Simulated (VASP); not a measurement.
**AgCl: single point with PBE**

The system is AgCl.

```
Ag Cl
1.0
     2.43610   -2.43766    0.00000
     2.43610    2.43766    0.00000
     0.00000    0.00000    5.38008
Ag Cl
2 2
Direct
  0.75000 0.75000 0.41240
  0.50000 0.50000 0.00000
  0.25000 0.25000 0.58760
  0.00000 0.00000 0.00000
```

```
Program                : VASP 6.6.1
Task                   : single point
Functional             : PBE
Potentials or basis    : VASP PAW PBE potentials, release 64 (Ag, Cl)
Cutoff                 : 520 eV
k mesh                 : 6 × 6 × 4
Occupations            : gaussian, width 0.1 eV
Spin                   : no spin polarisation
Dipole correction      : no
Further INCAR settings : ALGO = Normal; EDIFF = 1e-07; NBANDS = 26
```

```
Pressure               : 32.8 GPa
Largest force          : 2.657 eV/Å
Band gap on the k mesh : 0.26 eV, indirect (least direct gap 1.34 eV)
```

Forces on the atoms (eV/Å):
```
Ag   0.260  0.000  1.074
Ag  -0.161  0.000 -0.620
Cl   1.288  0.000 -2.324
Cl  -1.387  0.000  1.870
```

Stress tensor (GPa, compression positive):
```
34.73  0.00 -1.61
 0.00 28.23  0.00
-1.61  0.00 35.51
```

Levels at points of the mesh, in eV from the valence-band top:
```csv
k point,band 16,band 17,band 18,band 19,band 20,band 21
"(0.00, 0.00, 0.00)",-2.48,-2.40,-1.08,0.26,3.63,5.66
"(0.50, 0.00, 0.00)",-2.10,-1.03,-0.06,3.36,4.09,5.35
"(0.50, 0.50, 0.00)",-2.64,-2.50,-1.35,0.99,3.36,4.98
"(0.00, 0.00, 0.50)",-2.61,-2.44,-2.10,1.96,2.35,6.24
"(0.50, 0.00, 0.50)",-2.10,-1.14,0.00,2.86,4.12,5.54
"(0.50, 0.50, 0.50)",-2.51,-2.37,-1.35,1.48,2.16,6.03
```

It took 30 s on 1 thread of Intel(R) Xeon(R) 6975P-C (Granite Rapids), with other jobs on the host, peak memory 0.21 GiB.

Caveat: forces of over 1 eV/Å act on the atoms, so gaps and moduli don't describe the material at rest. A k mesh can miss the band edges.
